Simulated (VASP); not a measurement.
# CaSe (Fm-3m) in VASP: G0W0 quasiparticle levels with PBE

Aim: the G0W0 quasiparticle levels of CaSe with PBE.

Program: VASP 6.6.1. These are calculated values, not measurements. Logs are shortened: lines on timing, memory, paths and dates and some standing lists are left out, and cuts for length are marked.

## Step 1: The cell of the first run

Symmetry: Fm-3m, No. 225, cubic system. Conventional cell: a = 5.958 Å, b = 5.958 Å, c = 5.958 Å, α = 90.00°, β = 90.00°, γ = 90.00°. Within 3.9 Å of Ca (site symmetry m-3m) lie 6 Se at 2.98 Å. Within 3.9 Å of Se (site symmetry m-3m) lie 6 Ca at 2.98 Å.

## Step 2: G0W0 quasiparticle levels, PBE

The input, POSCAR:

```
CaSe
1.0
    0.0000000000      2.9790009554      2.9790009554
    2.9790009554      0.0000000000      2.9790009554
    2.9790009554      2.9790009554      0.0000000000
Ca Se
1 1
Direct
    0.0000000000      0.0000000000      0.0000000000
    0.5000000000      0.5000000000      0.5000000000
```

The input, INCAR.step1:

```
SYSTEM = CaSe
PREC = Accurate
ENCUT = 500
EDIFF = 1E-8
ISMEAR = 0
SIGMA = 0.01
LREAL = .False.
LASPH = .True.
NELM = 100
ALGO = Normal
LWAVE = .True.
LCHARG = .False.
GGA = PE
```

The input, INCAR.step2:

```
SYSTEM = CaSe
PREC = Accurate
ENCUT = 500
EDIFF = 1E-8
ISMEAR = 0
SIGMA = 0.01
LREAL = .False.
LASPH = .True.
NELM = 1
ALGO = Exact
LWAVE = .True.
LCHARG = .False.
GGA = PE
NBANDS = 228
LOPTICS = .True.
ISTART = 1
```

The input, INCAR.step3:

```
SYSTEM = CaSe
PREC = Accurate
ENCUT = 500
EDIFF = 1E-8
ISMEAR = 0
SIGMA = 0.01
LREAL = .False.
LASPH = .True.
ALGO = EVGW0
LWAVE = .False.
LCHARG = .False.
GGA = PE
NELMGW = 1
NBANDS = 228
ENCUTGW = 150.0
NOMEGA = 96
PRECFOCK = Fast
ISTART = 1
NBANDSGW = 16
OMEGAMAX = 20
```

The input, KPOINTS:

```
Automatic mesh
0
Gamma
  4 4 4
  0 0 0
```

Potentials or basis: VASP PAW PBE potentials, release 64 (Ca_sv_GW, Se_GW).

Run with:

```sh
$ cat potpaw_PBE.64/Ca_sv_GW/POTCAR potpaw_PBE.64/Se_GW/POTCAR > POTCAR
$ cp INCAR.step1 INCAR
$ mpirun -np 1 vasp_std > vasp.out
$ cp INCAR.step2 INCAR
$ mpirun -np 1 vasp_std > vasp.out
$ cp INCAR.step3 INCAR
$ mpirun -np 1 vasp_std > vasp.out
```

OUTCAR:

```text
SYSTEM = CaSe
   PREC = Accurate
   ENCUT = 500
   EDIFF = 1E-8
   ISMEAR = 0
   LREAL = .False.
   LASPH = .True.
   GGA = PE
   NELMGW = 1
   ENCUTGW = 150.0
   PRECFOCK = Fast
   ISTART = 1

 ion  position               nearest neighbor table
   1  0.000  0.000  0.000-   2 2.98   2 2.98   2 2.98   2 2.98   2 2.98   2 2.98
   2  0.500  0.500  0.500-   1 2.98   1 2.98   1 2.98   1 2.98   1 2.98   1 2.98

  LATTYP: Found a face centered cubic cell.
 ALAT       =     5.9580019108

  Lattice vectors:

 A1 = (   0.0000000000,   2.9790009554,   2.9790009554)
 A2 = (   2.9790009554,   0.0000000000,   2.9790009554)
 A3 = (   2.9790009554,   2.9790009554,   0.0000000000)

Analysis of symmetry for initial positions (statically):
=====================================================================
 Subroutine PRICEL returns:
 Original cell was already a primitive cell.

 Routine SETGRP: Setting up the symmetry group for a
 face centered cubic supercell.

 Subroutine GETGRP returns: Found 48 space group operations
 (whereof 48 operations were pure point group operations)
 out of a pool of 48 trial point group operations.

The static configuration has the point symmetry O_h .

Analysis of symmetry for dynamics (positions and initial velocities):
=====================================================================
 Subroutine PRICEL returns:
 Original cell was already a primitive cell.

 Routine SETGRP: Setting up the symmetry group for a
 face centered cubic supercell.

 Subroutine GETGRP returns: Found 48 space group operations
 (whereof 48 operations were pure point group operations)
 out of a pool of 48 trial point group operations.

The dynamic configuration has the point symmetry O_h .

 Subroutine INISYM returns: Found 48 space group operations
 (whereof 48 operations are pure point group operations),
 and found     1 'primitive' translations

----------------------------------------------------------------------------------------

                                     Primitive cell

  volume of cell :      52.8740

  direct lattice vectors                    reciprocal lattice vectors
     0.000000000  2.979000955  2.979000955    -0.167841504  0.167841504  0.167841504
     2.979000955  0.000000000  2.979000955     0.167841504 -0.167841504  0.167841504
     2.979000955  2.979000955  0.000000000     0.167841504  0.167841504 -0.167841504

  length of vectors
     4.212943553  4.212943553  4.212943553     0.290710012  0.290710012  0.290710012

  position of ions in fractional coordinates (direct lattice)
     0.000000000  0.000000000  0.000000000
     0.500000000  0.500000000  0.500000000

  ion indices of the primitive-cell ions
   primitive index   ion index
                 1           1
                 2           2

----------------------------------------------------------------------------------------

 KPOINTS: Automatic mesh

Automatic generation of k-mesh.
 Grid dimensions read from file:
 generate k-points for:    4    4    4

 Generating k-lattice:

  Cartesian coordinates                     Fractional coordinates (reciprocal lattice)
    -0.041960376  0.041960376  0.041960376     0.250000000  0.000000000  0.000000000
     0.041960376 -0.041960376  0.041960376     0.000000000  0.250000000  0.000000000
     0.041960376  0.041960376 -0.041960376     0.000000000  0.000000000  0.250000000

  Length of vectors
     0.072677503  0.072677503  0.072677503

  Shift w.r.t. Gamma in fractional coordinates (k-lattice)
     0.000000000  0.000000000  0.000000000

 Subroutine IBZKPT returns following result:
 ===========================================

 Found      8 irreducible k-points:

 Following reciprocal coordinates:
            Coordinates               Weight
  0.000000  0.000000  0.000000      1.000000
  0.250000  0.000000  0.000000      8.000000
  0.500000  0.000000  0.000000      4.000000
  0.250000  0.250000  0.000000      6.000000
  0.500000  0.250000  0.000000     24.000000
 -0.250000  0.250000  0.000000     12.000000
  0.500000  0.500000  0.000000      3.000000
 -0.250000  0.500000  0.250000      6.000000
   k-points           NKPTS =      8   k-points in BZ     NKDIM =     64   number of bands    NBANDS=    228
   number of dos      NEDOS =    301   number of ions     NIONS =      2
   total plane-waves  NPLWV =  32768
   dimension x,y,z NGX =    32 NGY =   32 NGZ =   32
   dimension x,y,z NGXF=    64 NGYF=   64 NGZF=   64
   ions per type =               1   1
   NGX,Y,Z   is equivalent  to a cutoff of  12.63, 12.63, 12.63 a.u.
   NGXF,Y,Z  is equivalent  to a cutoff of  25.25, 25.25, 25.25 a.u.
 SYSTEM =  CaSe
   PREC   = accura    normal or accurate (medium, high low for compatibility)
   ISTART =      1    job   : 0-new  1-cont  2-samecut
   ICHARG =      0    charge: 1-file 2-atom 10-const
   ISPIN  =      1    spin polarized calculation?
   LNONCOLLINEAR =      F non collinear calculations
   LSORBIT =      F    spin-orbit coupling
   LASPH  =      T    aspherical Exc in radial PAW
   ENCUT  =  500.0 eV  36.75 Ry    6.06 a.u.   7.68  7.68  7.68*2*pi/ulx,y,z
   NELM   =     60;   NELMIN=  2; NELMDL=  0     # of ELM steps
   EDIFF  = 0.1E-07   stopping-criterion for ELM
   LREAL  =      F    real-space projection
   EDIFFG = 0.1E-06   stopping-criterion for IOM
   NSW    =      0    number of steps for IOM
   IBRION =     -1    ionic relax: 0-MD 1-quasi-New 2-CG
   NFREE  =      0    steps in history (QN), initial steepest desc. (CG)
   ISIF   =      0    stress and relaxation
   ISYM   =      3    0-nonsym 1-usesym 2-fastsym
   POTIM  = 0.5000    time-step for ionic-motion
   TEBEG  =    0.0;   TEEND  =   0.0 temperature during run
   PSTRESS=    0.0 pullay stress
   NELECT =      16.0000    total number of electrons
   NUPDOWN=      -1.0000    fix difference up-down
   EMIN   =  10.00;   EMAX   =-10.00  energy-range for DOS
   EFERMI =   0.00;   METHOD = LEGACY
   ISMEAR =     0;   SIGMA  =   0.01  broadening in eV -4-tet -1-fermi 0-gaus
   EFERMI_NEDOS =   21; number of points for ismear=-14 and -15
   IALGO  =     38    algorithm
   IMIX   =      4    mixing-type and parameters
     AMIX     =   0.40;   BMIX     =  1.00
     AMIX_MAG =   1.60;   BMIX_MAG =  1.00
  volume/ion in A,a.u.               =      26.44       178.41
  Fermi-wavevector in a.u.,A,eV,Ry     =   1.099092  2.076983 16.435892  1.208004
  Thomas-Fermi vector in A             =   2.235481
   LORBIT       =      0    0 simple, 1 ext, 2 COOP (PROOUT), +10 PAW based schemes
   GGA     = PE    functional components
   LHFCALC =     T    Hartree Fock is set to
   PRECFOCK=fast      Normal, Fast or Accurate (Low or Medium for compatibility)
   ENCUT4O =  -1.0   cutoff for four orbital integrals eV
   NKREDX  =     1    reduce k-point grid by
   NKREDY  =     1    reduce k-point grid by
   NKREDZ  =     1    reduce k-point grid by
   AEXX    =    1.0000 exact exchange contribution
   HFSCREEN=    0.0000 screening length (either q_TF or 0.3 A-1)
   HFSCREENC=   0.0000 screening length for correlation (either q_TF or 0.3 A-1)
   ENCUTFOCK=  -1.0 apply spherical cutoff to Coloumb kernel
   IVDW    =     0    specifies the selected vdW correction
   LEPSILON=     F    determine dielectric tensor
   LRPA    =     F    only Hartree local field effects (RPA)
   LRPAFORCE           =     F    calculate RPA forces
   ENCUTGW             = 150.0    cutoff for response function in eV
   ENCUTGWSOFT         = 120.0    soft cutoff for Coulomb kernel in GW response function in eV
   ENCUTLF             =  -1.0    cutoff for local field effects
   NELMGW              =     1    number of iterations in solving QP/BSE equation
   NELMHF              =     1    number of iterations in the inner HF iteration
   NKREDLFX            =     1    NKREDLFY  =   1   NKREDLFZ  =   1
 non-spin polarized calculation
 Gauss-broadening in eV      SIGMA  =   0.01
  energy-cutoff  :      500.00
  volume of cell :       52.87
 maximum number of plane-waves:      1363
 NGX is ok and might be reduce to    32
  NGX = 18; NGY = 18; NGZ = 18
   NGX = 15   NGY = 15   NGZ = 15
 maximum number of plane-waves:       229
 NGX is ok and might be reduce to    18

 QP shifts <psi_nk| G(iteration)W_0 |psi_nk>: iteration 1
 for sc-GW calculations column KS-energies equals QP-energies in previous step
 and V_xc(KS)=  KS-energies - (<T + V_ion + V_H > + <T+V_H+V_ion>^1  + <V_x>^1)

 k-point   1 :       0.0000    0.0000    0.0000
  band No.  KS-energies  QP-energies   sigma(KS)   V_xc(KS)     V^pw_x(r,r')   Z            occupation Imag(sigma)

      1     -36.3376     -37.4642     -22.6423     -20.7304     -34.4482       0.5893       2.0000       0.5576
      2     -17.3255     -19.0992     -22.5088     -19.9501     -27.8709       0.6932       2.0000       0.1705
      3     -17.3255     -19.0992     -22.5088     -19.9501     -27.8709       0.6932       2.0000       0.1705
      4     -17.3255     -19.0992     -22.5088     -19.9501     -27.8709       0.6932       2.0000       0.1705
      5      -8.2151      -9.0559     -13.6587     -12.4461     -19.7947       0.6934       2.0000       1.0910
      6       3.5027       2.5146     -13.3454     -12.0639     -14.7296       0.7711       2.0000       0.0428
[... 8 lines left out ...]
     15      13.1758      13.0402      -6.4863      -6.3136      -1.5609       0.7845       0.0000      -0.3781
     16      15.6525      16.9626     -12.0159     -13.8112      -5.8960       0.7297       0.0000      -0.6783

 k-point   2 :       0.2500    0.0000    0.0000
  band No.  KS-energies  QP-energies   sigma(KS)   V_xc(KS)     V^pw_x(r,r')   Z            occupation Imag(sigma)

      1     -36.3345     -37.4618     -22.6432     -20.7352     -34.4514       0.5908       2.0000       0.5608
      2     -17.3772     -19.1228     -22.3822     -19.8392     -27.7980       0.6865       2.0000       0.2095
      3     -17.3290     -19.0997     -22.4982     -19.9436     -27.8627       0.6932       2.0000       0.1693
      4     -17.3290     -19.0997     -22.4982     -19.9436     -27.8627       0.6932       2.0000       0.1693
      5      -7.9065      -8.7026     -13.9456     -12.7489     -19.9208       0.6652       2.0000       0.9923
      6       1.5462       0.5106     -12.1305     -10.7349     -13.9102       0.7421       2.0000       0.0580
[... 8 lines left out ...]
     15      12.7863      13.5737     -10.1553     -11.2396      -4.7547       0.7262       0.0000      -0.2635
     16      13.8422      14.5899     -10.5134     -11.5575      -4.9942       0.7161       0.0000      -0.3348

 k-point   3 :       0.5000    0.0000    0.0000
  band No.  KS-energies  QP-energies   sigma(KS)   V_xc(KS)     V^pw_x(r,r')   Z            occupation Imag(sigma)

      1     -36.3316     -37.4591     -22.6441     -20.7400     -34.4548       0.5922       2.0000       0.5640
      2     -17.4277     -19.1533     -22.2623     -19.7344     -27.7296       0.6827       2.0000       0.2491
      3     -17.3326     -19.1008     -22.4882     -19.9373     -27.8544       0.6932       2.0000       0.1678
      4     -17.3326     -19.1008     -22.4882     -19.9373     -27.8544       0.6932       2.0000       0.1678
      5      -7.5616      -8.3484     -14.2988     -13.1147     -20.0820       0.6644       2.0000       0.9059
      6       0.3034      -0.7969     -11.6909     -10.1658     -14.0205       0.7214       2.0000       0.0933
[... 74 lines left out ...]
      1     -36.3297     -37.4685     -22.6473     -20.7431     -34.4561       0.5981       2.0000       0.5695
      2     -17.3998     -19.1720     -22.3970     -19.8047     -27.7812       0.6836       2.0000       0.1935
      3     -17.3554     -19.1250     -22.4660     -19.8941     -27.8362       0.6881       2.0000       0.1749
      4     -17.3554     -19.1250     -22.4660     -19.8941     -27.8362       0.6881       2.0000       0.1749
      5      -7.6610      -8.4119     -14.0285     -12.8950     -19.9278       0.6624       2.0000       0.9389
      6       1.0306      -0.1145     -12.2500     -10.6882     -14.4432       0.7332       2.0000       0.0686
[... 8 lines left out ...]
     15      13.4742      13.6723      -9.2324      -9.4935      -3.9762       0.7586       0.0000      -0.3743
     16      14.1353      15.6517     -12.7021     -14.9136      -6.4613       0.6857       0.0000      -0.4874

 k-point   8 :      -0.2500    0.5000    0.2500
  band No.  KS-energies  QP-energies   sigma(KS)   V_xc(KS)     V^pw_x(r,r')   Z            occupation Imag(sigma)

      1     -36.3296     -37.4694     -22.6464     -20.7431     -34.4563       0.5989       2.0000       0.5686
      2     -17.3775     -19.1469     -22.4314     -19.8494     -27.8081       0.6853       2.0000       0.1848
      3     -17.3775     -19.1469     -22.4314     -19.8494     -27.8081       0.6853       2.0000       0.1848
      4     -17.3610     -19.1106     -22.4197     -19.8769     -27.8190       0.6881       2.0000       0.1914
      5      -7.5796      -8.3499     -14.1531     -13.0083     -19.9931       0.6728       2.0000       0.9225
      6       1.5652       0.4675     -12.3180     -10.8492     -14.2357       0.7473       2.0000       0.0573
[... 8 lines left out ...]
     15      12.3419      12.6235      -8.9959      -9.3741      -4.1319       0.7445       0.0000      -0.1878
     16      12.9067      13.8168     -10.7742     -12.0397      -5.2963       0.7192       0.0000      -0.2885
```

Wall time 3.7 min (1 thread of Intel Xeon 6975P-C (Granite Rapids), shared host); peak memory 0.66 GiB.

What came out:

| Quantity | Value |
| --- | --- |
| Quasiparticle gap | 3.73 eV |
| Least direct quasiparticle gap | 4.52 eV |
| Band gap of the starting levels on the mesh | 2.07 eV |
| Least direct gap of the starting levels on the mesh | 2.99 eV |

Caveat: the k points lie up to 0.46 Å⁻¹ apart; bands, screening cutoff and mesh are small and nothing is extrapolated, so the quasiparticle values aren't converged.
